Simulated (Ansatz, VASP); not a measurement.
Two plane-wave programs on NaCl

POSCAR

```
NaCl
1.0
    0.0000000000      2.7467404298      2.7467404298
    2.7467404298      0.0000000000      2.7467404298
    2.7467404298      2.7467404298      0.0000000000
Na Cl
1 1
Direct
    0.0000000000      0.0000000000      0.0000000000
    0.5000000000      0.5000000000      0.5000000000
```

File INCAR.step1:

```
SYSTEM = NaCl
PREC     = Accurate       ! precision mode
ENCUT    = 520            ! plane-wave cutoff, eV
ISMEAR   = 0              ! smearing method
SIGMA    = 0.02           ! smearing width, eV
LREAL    = .FALSE.        ! projectors in reciprocal space
LASPH    = .TRUE.         ! aspherical terms in the spheres
NELM     = 60             ! most SCF steps
NBANDS   = 14             ! bands
GGA      = PE             ! functional
ALGO     = Normal         ! electronic algorithm
EDIFF    = 1E-4           ! SCF threshold, eV
LWAVE    = .TRUE.         ! write WAVECAR
LCHARG   = .FALSE.        ! write CHGCAR
```

The input INCAR.step2:

```
SYSTEM = NaCl
PREC     = Accurate       ! precision mode
ENCUT    = 520            ! plane-wave cutoff, eV
EDIFF    = 1E-6           ! SCF threshold, eV
ISMEAR   = 0              ! smearing method
SIGMA    = 0.02           ! smearing width, eV
LREAL    = .FALSE.        ! projectors in reciprocal space
LASPH    = .TRUE.         ! aspherical terms in the spheres
NELM     = 60             ! most SCF steps
ALGO     = Normal         ! electronic algorithm
ISIF     = 2              ! what is computed and relaxed
LWAVE    = .FALSE.        ! write WAVECAR
LCHARG   = .TRUE.         ! write CHGCAR
METAGGA  = R2SCAN         ! meta-GGA
LMIXTAU  = .TRUE.       
LELF     = .TRUE.         ! ELF
LVHAR    = .TRUE.       
NBANDS   = 14             ! bands
ISTART   = 1
```

Contents of KPOINTS:

```
regular mesh
0
G
  8 8 8
  0 0 0
```

Input for Ansatz:

```yaml
crystal:
  lattice:
    - [0.0, 2.7467404298, 2.7467404298]
    - [2.7467404298, 0.0, 2.7467404298]
    - [2.7467404298, 2.7467404298, 0.0]
  atoms:
    - { symbol: Na, position: [0.0, 0.0, 0.0] }
    - { symbol: Cl, position: [0.5, 0.5, 0.5] }
basis:
  ecutwfc: 500
kpoints:
  mp_grid: { grid: [8, 8, 8] }
hamiltonian:
  xc: r2scan
scf:
  occupations: { method: gaussian, width: 0.02 }
output:
  forces: true
  stress: true
  eigenvalues: true
  write_density: true
  write_potential: true
  elf: true
  volumetric_format: npy
```

Alike in both runs: task single point; functional r2SCAN; k mesh 8 × 8 × 8; occupations gaussian, width 0.02 eV; no spin polarisation.

|  | VASP | Ansatz |
| --- | --- | --- |
| version | VASP 6.6.1 | Ansatz 0.2.0 |
| potentials or method | VASP PAW PBE potentials, release 64 (Na_pv, Cl), cutoff 520 eV | scalar-relativistic, plane waves, PAW |
| valence electrons in the cell | 14 | 16 |

|  | VASP | Ansatz | Ansatz less VASP |
| --- | --- | --- | --- |
| gap on the k mesh at the Fermi level (eV) | 6.27 | 6.24 | -0.023 |
| least direct gap on the mesh (eV) | 6.27 | 6.24 | -0.023 |
| pressure (GPa) | 1.7 | 2.0 | +0.29 |

VASP's potentials were made for PBE, not for r2SCAN. VASP's potentials hold 14 valence electrons a cell and Ansatz's 16, so a difference there can come from the potentials and not from the codes.
